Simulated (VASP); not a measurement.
# Sb (Fm-3m) in VASP: settings compared

Aim: see how the results for Sb move with the level of theory and the settings. Levels: r2SCAN, HF. Tasks: single point.

All numbers are computed with VASP 6.6.1; they aren't measurements. Logs are shortened: lines on timing, memory, paths and dates and some standing lists are left out, and cuts for length are marked.

## 1. The cell of the first run

It takes space group Fm-3m (No. 225, cubic). The conventional cell has a = 4.742 Å, b = 4.742 Å, c = 4.742 Å, α = 90.00°, β = 90.00°, γ = 90.00°. Sb (site symmetry m-3m) has 12 Sb at 3.35 Å within 4.4 Å.

## 2. Single point, r2SCAN, non-collinear spin, zero start, spin-orbit coupling

The input, POSCAR:

```
Sb
1.0
    0.0000000000      2.3712425216      2.3712425216
    2.3712425216      0.0000000000      2.3712425216
    2.3712425216      2.3712425216      0.0000000000
Sb
1
Direct
    0.0000000000      0.0000000000      0.0000000000
```

The input, INCAR.step1:

```
  PREC = Accurate
  ENCUT = 520
  ISMEAR = -1
  SIGMA = 0.05
  LREAL = False
  LASPH = True
  NELM = 150
  LNONCOLLINEAR = True
  MAGMOM = 0 0 0
  LSORBIT = True
  GGA_COMPAT = False
  NBANDS = 16
  GGA = PE
  ALGO = Normal
  EDIFF = 1E-4
  LWAVE = True
  LCHARG = False
```

The input, INCAR.step2:

```
  PREC = Accurate
  ENCUT = 520
  EDIFF = 1E-7
  ISMEAR = -1
  SIGMA = 0.05
  LREAL = False
  LASPH = True
  NELM = 150
  ALGO = Normal
  ISIF = 2
  LWAVE = False
  LCHARG = False
  LNONCOLLINEAR = True
  MAGMOM = 0 0 0
  LORBIT = 11
  LSORBIT = True
  GGA_COMPAT = False
  LORBMOM = True
  METAGGA = R2SCAN
  LMIXTAU = True
  NBANDS = 16
  ISTART = 1
```

The input, KPOINTS:

```
Automatic mesh
0
Gamma
  7 7 7
```

Potentials or basis: VASP PAW PBE potentials, release 64 (Sb).

The run is started by

```console
$ cat potpaw_PBE.64/Sb/POTCAR > POTCAR
$ cp INCAR.step1 INCAR
$ mpirun -np 1 vasp_ncl > vasp.out
$ cp INCAR.step2 INCAR
$ mpirun -np 1 vasp_ncl > vasp.out
```

OUTCAR:

```text
PREC = Accurate
   ENCUT = 520
   EDIFF = 1E-7
   ISMEAR = -1
   LREAL = False
   LASPH = True
   NELM = 150
   ISIF = 2
   LNONCOLLINEAR = True
   LORBIT = 11
   LSORBIT = True
   METAGGA = R2SCAN
   ISTART = 1

 ion  position               nearest neighbor table
   1  0.000  0.000  0.000-

  LATTYP: Found a face centered cubic cell.
 ALAT       =     4.7424850432

  Lattice vectors:

 A1 = (   0.0000000000,   2.3712425216,   2.3712425216)
 A2 = (   2.3712425216,   0.0000000000,   2.3712425216)
 A3 = (   2.3712425216,   2.3712425216,   0.0000000000)

Analysis of symmetry for initial positions (statically):
=====================================================================
 Subroutine PRICEL returns:
 Original cell was already a primitive cell.

 Routine SETGRP: Setting up the symmetry group for a
 face centered cubic supercell.

 Subroutine GETGRP returns: Found 48 space group operations
[... 9 lines left out ...]

 Routine SETGRP: Setting up the symmetry group for a
 face centered cubic supercell.

 Subroutine GETGRP returns: Found 48 space group operations
 (whereof 48 operations were pure point group operations)
 out of a pool of 48 trial point group operations.

The dynamic configuration has the point symmetry O_h .

Analysis of structural, dynamic, and magnetic symmetry:
=====================================================================
 Subroutine PRICEL returns:
 Original cell was already a primitive cell.

 Routine SETGRP: Setting up the symmetry group for a
 face centered cubic supercell.

 Subroutine GETGRP returns: Found 48 space group operations
 (whereof 48 operations were pure point group operations)
 out of a pool of 48 trial point group operations.

The overall configuration has the point symmetry O_h .

 Subroutine INISYM returns: Found 48 space group operations
[... 5 lines left out ...]
                                     Primitive cell

  volume of cell :      26.6660

  direct lattice vectors                    reciprocal lattice vectors
     0.000000000  2.371242522  2.371242522    -0.210859916  0.210859916  0.210859916
     2.371242522  0.000000000  2.371242522     0.210859916 -0.210859916  0.210859916
     2.371242522  2.371242522  0.000000000     0.210859916  0.210859916 -0.210859916

  length of vectors
     3.353443334  3.353443334  3.353443334     0.365220089  0.365220089  0.365220089

  position of ions in fractional coordinates (direct lattice)
     0.000000000  0.000000000  0.000000000

  ion indices of the primitive-cell ions
   primitive index   ion index
                 1           1

----------------------------------------------------------------------------------------

 KPOINTS: Automatic mesh

Automatic generation of k-mesh.
 Grid dimensions read from file:
 generate k-points for:    7    7    7

 Generating k-lattice:

  Cartesian coordinates                     Fractional coordinates (reciprocal lattice)
    -0.030122845  0.030122845  0.030122845     0.142857143  0.000000000  0.000000000
     0.030122845 -0.030122845  0.030122845     0.000000000  0.142857143  0.000000000
     0.030122845  0.030122845 -0.030122845     0.000000000  0.000000000  0.142857143

  Length of vectors
     0.052174298  0.052174298  0.052174298

  Shift w.r.t. Gamma in fractional coordinates (k-lattice)
     0.000000000  0.000000000  0.000000000

 Subroutine IBZKPT returns following result:
 ===========================================

 Found     20 irreducible k-points:

 Following reciprocal coordinates:
            Coordinates               Weight
  0.000000  0.000000  0.000000      1.000000
  0.142857  0.000000  0.000000      8.000000
  0.285714  0.000000  0.000000      8.000000
  0.428571  0.000000  0.000000      8.000000
  0.142857  0.142857  0.000000      6.000000
  0.285714  0.142857  0.000000     24.000000
[... 12 lines left out ...]
 -0.428571  0.428571  0.142857     24.000000
 -0.285714  0.428571  0.142857     24.000000
   k-points           NKPTS =     20   k-points in BZ     NKDIM =     20   number of bands    NBANDS=     16
   number of dos      NEDOS =    301   number of ions     NIONS =      1
   total plane-waves  NPLWV =  21952
   dimension x,y,z NGX =    28 NGY =   28 NGZ =   28
   dimension x,y,z NGXF=    56 NGYF=   56 NGZF=   56
   ions per type =               1
   NGX,Y,Z   is equivalent  to a cutoff of  13.88, 13.88, 13.88 a.u.
   NGXF,Y,Z  is equivalent  to a cutoff of  27.76, 27.76, 27.76 a.u.
 SYSTEM =  unknown system
   PREC   = accura    normal or accurate (medium, high low for compatibility)
   ISTART =      1    job   : 0-new  1-cont  2-samecut
   ICHARG =      0    charge: 1-file 2-atom 10-const
   ISPIN  =      1    spin polarized calculation?
   LNONCOLLINEAR =      T non collinear calculations
   LSORBIT =      T    spin-orbit coupling
   LASPH  =      T    aspherical Exc in radial PAW
   ENCUT  =  520.0 eV  38.22 Ry    6.18 a.u.   6.24  6.24  6.24*2*pi/ulx,y,z
   NELM   =    150;   NELMIN=  2; NELMDL=  0     # of ELM steps
   EDIFF  = 0.1E-06   stopping-criterion for ELM
   LREAL  =      F    real-space projection
   EDIFFG = 0.1E-05   stopping-criterion for IOM
   NSW    =      0    number of steps for IOM
   IBRION =     -1    ionic relax: 0-MD 1-quasi-New 2-CG
   NFREE  =      0    steps in history (QN), initial steepest desc. (CG)
   ISIF   =      2    stress and relaxation
   ISYM   =      2    0-nonsym 1-usesym 2-fastsym
   POTIM  = 0.5000    time-step for ionic-motion
   TEBEG  =    0.0;   TEEND  =   0.0 temperature during run
   PSTRESS=    0.0 pullay stress
   NELECT =       5.0000    total number of electrons
   NUPDOWN=      -1.0000    fix difference up-down
   EMIN   =  10.00;   EMAX   =-10.00  energy-range for DOS
   EFERMI =   0.00;   METHOD = LEGACY
   ISMEAR =    -1;   SIGMA  =   0.05  broadening in eV -4-tet -1-fermi 0-gaus
   EFERMI_NEDOS =   21; number of points for ismear=-14 and -15
   IALGO  =     38    algorithm
   IMIX   =      4    mixing-type and parameters
     AMIX     =   0.40;   BMIX     =  1.00
     AMIX_MAG =   1.60;   BMIX_MAG =  1.00
  volume/ion in A,a.u.               =      26.67       179.95
  Fermi-wavevector in a.u.,A,eV,Ry     =   0.937013  1.770697 11.945820  0.877993
  Thomas-Fermi vector in A             =   2.064081
   LORBIT       =     11    0 simple, 1 ext, 2 COOP (PROOUT), +10 PAW based schemes
   METAGGA = R2SCAN    functional components
   LHFCALC =     F    Hartree Fock is set to
   AEXX    =    0.0000 exact exchange contribution
   IVDW    =     0    specifies the selected vdW correction
   LEPSILON=     F    determine dielectric tensor
   LRPA    =     F    only Hartree local field effects (RPA)
  energy-cutoff  :      520.00
  volume of cell :       26.67
 maximum number of plane-waves:      1452
 NGX is ok and might be reduce to    28
   NGX = 13   NGY = 13   NGZ = 13

 number of electron       5.0000000 magnetization       0.0000000      0.0000000     -0.0000000

 number of electron       5.0000000 magnetization       0.0000000     -0.0000000     -0.0000000

 Free energy of the ion-electron system (eV)
  ---------------------------------------------------
  ext. energy  EPLUGINS =         0.00000000
  ---------------------------------------------------
  free energy    TOTEN  =       -25.28203990 eV

  energy without entropy =      -25.26449635  energy(sigma->0) =      -25.27326813

 E-fermi :   8.3313     XC(G=0): -10.8801

 val. band max:        8.3293666471   @ k =   0.4286   0.2857   0.1429
 cond. band min:       8.5092425709   @ k =   0.2857   0.2857   0.0000
 fundamental gap:      0.1798759238
 Fermi energy:         8.3313329053

 k-point     1 :       0.0000    0.0000    0.0000
  band No.  band energies     occupation
      1      -5.0671      1.00000
      2      -5.0671      1.00000
      3      13.4833      0.00000
      4      13.4833      0.00000
      5      14.6966      0.00000
      6      14.6966      0.00000
[... 8 lines left out ...]
     15      19.6184      0.00000
     16      19.6184      0.00000

 k-point     2 :       0.1429    0.0000    0.0000
  band No.  band energies     occupation
      1      -4.6355      1.00000
      2      -4.6355      1.00000
      3      11.0965      0.00000
      4      11.0965      0.00000
      5      13.4809      0.00000
      6      13.4809      0.00000
[... 8 lines left out ...]
     15      21.8249      0.00000
     16      21.8249      0.00000

 k-point     3 :       0.2857    0.0000    0.0000
  band No.  band energies     occupation
      1      -3.3662      1.00000
      2      -3.3662      1.00000
      3       6.6826      1.00000
      4       6.6826      1.00000
      5      12.6424      0.00000
      6      12.6424      0.00000
[... 8 lines left out ...]
     15      20.6876      0.00000
     16      20.6876      0.00000

 k-point     4 :       0.4286    0.0000    0.0000
  band No.  band energies     occupation
      1      -1.5116      1.00000
      2      -1.5116      1.00000
      3       3.1045      1.00000
      4       3.1045      1.00000
      5      12.1605      0.00000
      6      12.1605      0.00000
[... 8 lines left out ...]
     15      19.3129      0.00000
     16      19.3129      0.00000
[... 248 lines left out ...]
 k-point    18 :      -0.4286    0.2857    0.1429
  band No.  band energies     occupation
      1      -0.4839      1.00000
      2      -0.4839      1.00000
      3       4.1713      1.00000
      4       4.1713      1.00000
      5       7.5785      1.00000
      6       7.5785      1.00000
[... 8 lines left out ...]
     15      23.8667      0.00000
     16      23.8667      0.00000

 k-point    19 :      -0.4286    0.4286    0.1429
  band No.  band energies     occupation
      1       0.2165      1.00000
      2       0.2165      1.00000
      3       4.6380      1.00000
      4       4.6380      1.00000
      5       7.0903      1.00000
      6       7.0903      1.00000
[... 8 lines left out ...]
     15      25.4111      0.00000
     16      25.4111      0.00000

 k-point    20 :      -0.2857    0.4286    0.1429
  band No.  band energies     occupation
      1       0.8105      1.00000
      2       0.8105      1.00000
      3       4.7324      1.00000
      4       4.7324      1.00000
      5       5.2355      1.00000
      6       5.2355      1.00000
[... 8 lines left out ...]
     15      21.9819      0.00000
     16      21.9819      0.00000

------------------------ aborting loop because EDIFF is reached ----------------------------------------

  FORCE on cell =-STRESS in cart. coord.  units (eV):
  Direction    XX          YY          ZZ          XY          YZ          ZX
  --------------------------------------------------------------------------------------
  -------------------------------------------------------------------------------------
  Total        0.0859471      0.0859471      0.0859471     -0.0000000      0.0000000     -0.0000000
  in kB        5.1639716      5.1639716      5.1639716     -0.0000000      0.0000000     -0.0000000
  external PRESSURE =       5.1639716 kB  Pullay stress =       0.0000000 kB

 VOLUME and BASIS-vectors are now :
 -----------------------------------------------------------------------------
  energy-cutoff  :      520.00
  volume of cell :       26.67
      direct lattice vectors                 reciprocal lattice vectors
     0.000000000  2.371242522  2.371242522    -0.210859916  0.210859916  0.210859916
     2.371242522  0.000000000  2.371242522     0.210859916 -0.210859916  0.210859916
     2.371242522  2.371242522  0.000000000     0.210859916  0.210859916 -0.210859916

 POSITION                                       TOTAL-FORCE (eV/Angst)
 -----------------------------------------------------------------------------------
      0.00000      0.00000      0.00000        -0.000000      0.000000     -0.000000
 -----------------------------------------------------------------------------------
    total drift:                                0.000000      0.000000      0.000000

  FREE ENERGIE OF THE ION-ELECTRON SYSTEM (eV)
  ---------------------------------------------------
  free  energy   TOTEN  =       -25.2820398989 eV

  energy  without entropy=      -25.2644963521  energy(sigma->0) =      -25.27326813

 orbital moment (x)

 # of ion     p       d       tot
 ----------------------------------------
  1        -0.000  -0.000  -0.000
 ----------------------------------------
           -0.000  -0.000  -0.000

 orbital moment (y)

 # of ion     p       d       tot
 ----------------------------------------
  1        -0.000   0.000  -0.000
 ----------------------------------------
           -0.000   0.000  -0.000

 orbital moment (z)

 # of ion     p       d       tot
 ----------------------------------------
  1         0.000   0.000   0.000
 ----------------------------------------
            0.000   0.000   0.000

 Spin-Orbit-Coupling matrix elements

 Ion:    1  E_soc:     -0.1270077
 l=   1
     0.0000000    -0.0209096    -0.0209096
    -0.0209096     0.0000000    -0.0209096
    -0.0209096    -0.0209096     0.0000000
 l=   2
     0.0000000    -0.0000635     0.0000000    -0.0000635    -0.0001949
    -0.0000635     0.0000000    -0.0001462    -0.0000635    -0.0000487
     0.0000000    -0.0001462     0.0000000    -0.0001462     0.0000000
    -0.0000635    -0.0000635    -0.0001462     0.0000000    -0.0000487
    -0.0001949    -0.0000487     0.0000000    -0.0000487     0.0000000
 l=   3
     0.0000000     0.0000000     0.0000000     0.0000000     0.0000000     0.0000000     0.0000000
     0.0000000     0.0000000     0.0000000     0.0000000     0.0000000     0.0000000     0.0000000
     0.0000000     0.0000000     0.0000000     0.0000000     0.0000000     0.0000000     0.0000000
     0.0000000     0.0000000     0.0000000     0.0000000     0.0000000     0.0000000     0.0000000
     0.0000000     0.0000000     0.0000000     0.0000000     0.0000000     0.0000000     0.0000000
     0.0000000     0.0000000     0.0000000     0.0000000     0.0000000     0.0000000     0.0000000
     0.0000000     0.0000000     0.0000000     0.0000000     0.0000000     0.0000000     0.0000000

 total charge

# of ion       s       p       d       tot
------------------------------------------
    1        1.232   1.043   0.044   2.319

 magnetization (x)

# of ion       s       p       d       tot
------------------------------------------
    1        0.000   0.000   0.000   0.000

 magnetization (y)

# of ion       s       p       d       tot
------------------------------------------
    1        0.000  -0.000   0.000  -0.000

 magnetization (z)

# of ion       s       p       d       tot
------------------------------------------
    1        0.000  -0.000   0.000  -0.000
```

Run time: 85 s. Hardware: 1 thread of Intel Xeon Platinum 8488C (Sapphire Rapids), shared host; peak memory 0.28 GiB.

What came out:

```yaml
Free_energy: -25.2820 eV
Pressure: 0.5 GPa
Net_moment: 0.00 μB per cell
Valence_electrons_inside_the_program's_atomic_spheres: Sb 2.32
```

Moments on the atoms (μB; x, y, z):
```
Sb  0.00 0.00 0.00
```

Caveat: the PAW data sets were made with another functional, which shifts forces and pressure a little.

## 3. Single point, r2SCAN

POSCAR is that of step 2.

The input, INCAR.step1:

```
PREC = Accurate
ENCUT = 520
ISMEAR = 1
SIGMA = 0.05
LREAL = False
LASPH = True
NELM = 60
NBANDS = 8
GGA = PE
ALGO = Normal
EDIFF = 1E-4
LWAVE = True
LCHARG = False
```

The input, INCAR.step2:

```
PREC = Accurate
ENCUT = 520
EDIFF = 1E-6
ISMEAR = 1
SIGMA = 0.05
LREAL = False
LASPH = True
NELM = 60
ALGO = Normal
ISIF = 2
LWAVE = False
LCHARG = False
METAGGA = R2SCAN
LMIXTAU = True
NBANDS = 8
ISTART = 1
```

The input, KPOINTS:

```
Automatic mesh
0
Gamma
  8 8 8
```

Potentials or basis: VASP PAW PBE potentials, release 64 (Sb).

The run is started by

```console
$ cat potpaw_PBE.64/Sb/POTCAR > POTCAR
$ cp INCAR.step1 INCAR
$ mpirun -np 1 vasp_std > vasp.out
$ cp INCAR.step2 INCAR
$ mpirun -np 1 vasp_std > vasp.out
```

OUTCAR:

```text
PREC = Accurate
   ENCUT = 520
   EDIFF = 1E-6
   ISMEAR = 1
   LREAL = False
   LASPH = True
   NELM = 60
   ISIF = 2
   METAGGA = R2SCAN
   ISTART = 1

 ion  position               nearest neighbor table
   1  0.000  0.000  0.000-

  LATTYP: Found a face centered cubic cell.
 ALAT       =     4.7424850432

  Lattice vectors:

 A1 = (   0.0000000000,   2.3712425216,   2.3712425216)
 A2 = (   2.3712425216,   0.0000000000,   2.3712425216)
 A3 = (   2.3712425216,   2.3712425216,   0.0000000000)

[... 435 lines left out ...]
      1      -0.2134      2.00000
      2       3.2794      2.00000
      3       8.2690      2.00000
      4      10.1642      0.00000
      5      16.8017      0.00000
      6      18.5274      0.00000
      7      22.6041      0.00000
      8      23.3153      0.00000

 [... further k-points ...]
[... 5 lines left out ...]
  --------------------------------------------------------------------------------------
  -------------------------------------------------------------------------------------
  Total        0.3327133      0.3327133      0.3327133      0.0000000      0.0000000     -0.0000000
  in kB       19.9904612     19.9904612     19.9904612      0.0000000      0.0000000     -0.0000000
  external PRESSURE =      19.9904612 kB  Pullay stress =       0.0000000 kB

 VOLUME and BASIS-vectors are now :
 -----------------------------------------------------------------------------
  energy-cutoff  :      520.00
  volume of cell :       26.67
      direct lattice vectors                 reciprocal lattice vectors
     0.000000000  2.371242522  2.371242522    -0.210859916  0.210859916  0.210859916
     2.371242522  0.000000000  2.371242522     0.210859916 -0.210859916  0.210859916
     2.371242522  2.371242522  0.000000000     0.210859916  0.210859916 -0.210859916

 POSITION                                       TOTAL-FORCE (eV/Angst)
 -----------------------------------------------------------------------------------
      0.00000      0.00000      0.00000         0.000000      0.000000      0.000000
 -----------------------------------------------------------------------------------
    total drift:                                0.000000      0.000000     -0.000000

  FREE ENERGIE OF THE ION-ELECTRON SYSTEM (eV)
  ---------------------------------------------------
  free  energy   TOTEN  =       -25.2179960238 eV

  energy  without entropy=      -25.2169713439  energy(sigma->0) =      -25.21765446
```

OUTCAR.step1:

```text
PREC = Accurate
   ENCUT = 520
   ISMEAR = 1
   LREAL = False
   LASPH = True
   NELM = 60
[... 479 lines left out ...]

 POSITION                                       TOTAL-FORCE (eV/Angst)
 -----------------------------------------------------------------------------------
      0.00000      0.00000      0.00000         0.000000     -0.000000      0.000000
 -----------------------------------------------------------------------------------
    total drift:                                0.000000      0.000000      0.000000

  FREE ENERGIE OF THE ION-ELECTRON SYSTEM (eV)
  ---------------------------------------------------
  free  energy   TOTEN  =        -3.8059766837 eV

  energy  without entropy=       -3.8049705987  energy(sigma->0) =       -3.80564132
```

OSZICAR.step1:

```text
N       E                     dE             d eps       ncg     rms          rms(c)
DAV:   1     0.580960140730E+01    0.58096E+01   -0.18348E+03   464   0.421E+02
DAV:   2    -0.369252476939E+01   -0.95021E+01   -0.93929E+01   656   0.534E+01
DAV:   3    -0.380934116313E+01   -0.11682E+00   -0.11691E+00   592   0.677E+00
DAV:   4    -0.380969981694E+01   -0.35865E-03   -0.35865E-03   688   0.454E-01
DAV:   5    -0.380970096714E+01   -0.11502E-05   -0.11508E-05   640   0.179E-02    0.172E+00
DAV:   6    -0.380729027985E+01    0.24107E-02   -0.14482E-03   568   0.208E-01    0.986E-01
DAV:   7    -0.380596600958E+01    0.13243E-02   -0.31912E-03   520   0.309E-01    0.555E-02
DAV:   8    -0.380597668369E+01   -0.10674E-04   -0.41592E-05   536   0.509E-02
   1 F= -.38059767E+01 E0= -.38056413E+01  d E =-.100609E-02
```

It took 18 s on 1 thread of Intel Xeon Platinum 8488C (Sapphire Rapids), shared host; peak memory 0.16 GiB.

Results:

- Free energy: -25.2180 eV
- Pressure: 2.0 GPa

Caveat: the PAW data sets were made with another functional, which shifts forces and pressure a little; spin-orbit coupling is left out, which moves the levels of the heavy elements.

[end of part 1 of 2]
